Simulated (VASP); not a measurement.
A run of VASP 6.6.1 is set up as follows.

File POSCAR:

```
KI
1.0
    4.2911966600      0.0000000000      0.0000000000
    0.0000000000      4.2911966600      0.0000000000
    0.0000000000      0.0000000000      4.2911966600
K I
1 1
Direct
    0.0000000000      0.0000000000      0.0000000000
    0.5000000000      0.5000000000      0.5000000000
```

INCAR.step1

```
SYSTEM = KI
  PREC = Accurate
  ENCUT = 520
  ISMEAR = 0
  SIGMA = 0.05
  LREAL = .False.
  LASPH = .True.
  NELM = 80
  NBANDS = 15
  GGA = PE
  ALGO = Normal
  EDIFF = 1E-4
  LWAVE = .True.
  LCHARG = .False.
```

File INCAR.step2:

```
SYSTEM = KI
  PREC = Accurate
  ENCUT = 520
  EDIFF = 1E-7
  ISMEAR = 0
  SIGMA = 0.05
  LREAL = .False.
  LASPH = .True.
  NELM = 80
  ALGO = Normal
  ISIF = 2
  LWAVE = .False.
  LCHARG = .True.
  METAGGA = R2SCAN
  LMIXTAU = .True.
  LELF = .True.
  LVHAR = .True.
  NBANDS = 15
  ISTART = 1
```

The input KPOINTS:

```
regular mesh
0
Gamma
  8 8 8
  0 0 0
```

Potentials or basis: VASP PAW PBE potentials, release 64 (K_sv, I).

Launch:

```console
$ cat potpaw_PBE.64/K_sv/POTCAR potpaw_PBE.64/I/POTCAR > POTCAR
$ cp INCAR.step1 INCAR
$ mpirun -np 1 vasp_std > vasp.out
$ cp INCAR.step2 INCAR
$ mpirun -np 1 vasp_std > vasp.out
```

What does it give for the band gap on the k mesh?

4.04 eV (least direct gap 4.41 eV).

Estimate the pressure.

0.0 GPa.

Caveat: the PAW data sets were made with another functional, which shifts forces and pressure a little; spin-orbit coupling is left out, which moves the levels of the heavy elements. A k mesh can miss the band edges.
